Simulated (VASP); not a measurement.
GaAs, 2 atoms in the cell. The structure is cubic, space group F-43m (No. 216). The conventional cell has a = 5.666 Å, b = 5.666 Å, c = 5.666 Å, α = 90.00°, β = 90.00°, γ = 90.00°. Within 3.2 Å of Ga (site symmetry -43m) lie 4 As at 2.45 Å. Within 3.2 Å of As (site symmetry -43m) lie 4 Ga at 2.45 Å. 

- Program: VASP 6.6.1
- Task: single point
- Functional: PBE
- Potentials or basis: VASP PAW PBE potentials, release 64 (Ga_d, As)
- Cutoff: 520 eV
- k mesh: 6 × 6 × 6
- Occupations: gaussian, width 0.01 eV
- Spin: no spin polarisation
- Dipole correction: no
- Further INCAR settings: ALGO = Normal; EDIFF = 1e-06; NBANDS = 16

Potentials or basis: VASP PAW PBE potentials, release 64 (Ga_d, As).

The run is started by

```console
$ cat potpaw_PBE.64/Ga_d/POTCAR potpaw_PBE.64/As/POTCAR > POTCAR
$ mpirun -np 1 vasp_std > vasp.out
```

Hardware: 1 thread of Intel(R) Xeon(R) 6975P-C (Granite Rapids) (shared host).

**Question.** How long does it take, and how much memory?

**Answer.** It took 6.5 s on 1 thread of Intel(R) Xeon(R) 6975P-C (Granite Rapids), with other jobs on the host, peak memory 0.16 GiB. Counts: scf iterations 12, k points 16.
